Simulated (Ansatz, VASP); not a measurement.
**WSe2 in VASP and in Ansatz**

The input INCAR:

```
SYSTEM = WSe2
ALGO     = Normal         ! electronic algorithm
EDIFF    = 1E-6           ! SCF threshold, eV
ENCUT    = 520            ! plane-wave cutoff, eV
GGA      = PE             ! functional
ISIF     = 2              ! what is computed and relaxed
ISMEAR   = 0              ! smearing method
LASPH    = .TRUE.         ! aspherical terms in the spheres
LCHARG   = .FALSE.        ! write CHGCAR
LREAL    = .FALSE.        ! projectors in reciprocal space
LWAVE    = .FALSE.        ! write WAVECAR
NBANDS   = 49             ! bands
NELM     = 80             ! most SCF steps
PREC     = Accurate       ! precision mode
SIGMA    = 0.05           ! smearing width, eV
```

File KPOINTS:

```
k-points
0
G
  12 12 1
  0 0 0
```

File POSCAR:

```
WSe2
1.0
    3.3206078107      0.0000000000      0.0000000000
   -1.6603039053      2.8757307201      0.0000000000
    0.0000000000      0.0000000000     31.0209653925
W Se
3 6
Direct
    0.6666666667      0.3333333333      0.0000000000
    0.3333333333      0.6666666667      0.7543470704
    0.3333333333      0.6666666667      0.2456529296
    0.3333333333      0.6666666667      0.0541018954
    0.6666666667      0.3333333333      0.8084497294
    0.6666666667      0.3333333333      0.2997487775
    0.3333333333      0.6666666667      0.9458981046
    0.6666666667      0.3333333333      0.7002512225
    0.6666666667      0.3333333333      0.1915502706
```

Input for Ansatz:

```yaml
crystal:
  lattice:
    - [3.3206078107, 0.0, 0.0]
    - [-1.6603039053, 2.8757307201, 0.0]
    - [0.0, 0.0, 31.0209653925]
  atoms:
    - { symbol: W, position: [0.6666666667, 0.3333333333, 0.0] }
    - { symbol: W, position: [0.3333333333, 0.6666666667, 0.7543470704] }
    - { symbol: W, position: [0.3333333333, 0.6666666667, 0.2456529296] }
    - { symbol: Se, position: [0.3333333333, 0.6666666667, 0.0541018954] }
    - { symbol: Se, position: [0.6666666667, 0.3333333333, 0.8084497294] }
    - { symbol: Se, position: [0.6666666667, 0.3333333333, 0.2997487775] }
    - { symbol: Se, position: [0.3333333333, 0.6666666667, 0.9458981046] }
    - { symbol: Se, position: [0.6666666667, 0.3333333333, 0.7002512225] }
    - { symbol: Se, position: [0.6666666667, 0.3333333333, 0.1915502706] }
basis:
  ecutwfc: 420
kpoints:
  mp_grid: { grid: [12, 12, 1] }
hamiltonian:
  xc: pbe
scf:
  occupations: { method: gaussian, width: 0.05 }
output:
  forces: true
  stress: true
  eigenvalues: true
  write_density: true
  write_potential: true
  elf: true
  volumetric_format: npy
```

Alike in both runs: task single point; functional PBE; k mesh 12 × 12 × 1; occupations gaussian, width 0.05 eV; no spin polarisation.

|  | VASP | Ansatz |
| --- | --- | --- |
| version | VASP 6.6.1 | Ansatz 0.2.0 |
| potentials or method | VASP PAW PBE potentials, release 64 (W_sv, Se), cutoff 520 eV | scalar-relativistic, plane waves, PAW |
| valence electrons in the cell | 78 | 138 |

|  | VASP | Ansatz | Ansatz less VASP |
| --- | --- | --- | --- |
| gap on the k mesh at the Fermi level (eV) | 1.53 | 1.53 | +0.001 |
| least direct gap on the mesh (eV) | 1.53 | 1.53 | +0.003 |
| rms of the force components (eV/Å) | 0.021 | 0.000 | -0.0207 |

Atom by atom the forces differ by 0.021 eV/Å (rms over components). The functional is the same, so the differences come from potentials, cutoffs and numerics. VASP's potentials hold 78 valence electrons a cell and Ansatz's 138, so a difference there can come from the potentials and not from the codes. Ansatz's warnings: xc potential rough in thin density.

Spin-orbit coupling is off throughout.
